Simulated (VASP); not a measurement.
A run of VASP 6.6.1 is set up as follows.

INCAR

```
PREC = Accurate
ENCUT = 520
EDIFF = 1E-6
ISMEAR = 0
SIGMA = 0.1
LREAL = False
LASPH = True
NELM = 100
ALGO = Normal
ISIF = 2
LWAVE = False
LCHARG = True
GGA = PE
LELF = True
LVHAR = True
NBANDS = 8
```

File KPOINTS:

```
regular mesh
0
Gamma
  6 6 6
```

Contents of POSCAR:

```
Sb
1.0
    3.1278374646      0.0000000000      0.0000000000
    0.0000000000      3.1278374646      0.0000000000
    0.0000000000      0.0000000000      3.1149811261
Sb
1
Direct
    0.5000000000      0.5000000000      0.5000000000
```

Potentials or basis: VASP PAW PBE potentials, release 64 (Sb).

Run with:

```sh
$ cat potpaw_PBE.64/Sb/POTCAR > POTCAR
$ mpirun -np 1 vasp_std > vasp.out
```

Predict the pressure.

0.1 GPa.

Predict the band gap on the k mesh.

zero (an odd number of electrons rules out a gap without spin polarisation).

Stress tensor (GPa, compression positive):
```
-0.04  0.00  0.00
 0.00 -0.04  0.00
 0.00  0.00  0.27
```

Caveat: spin-orbit coupling is left out, which moves the levels of the heavy elements.
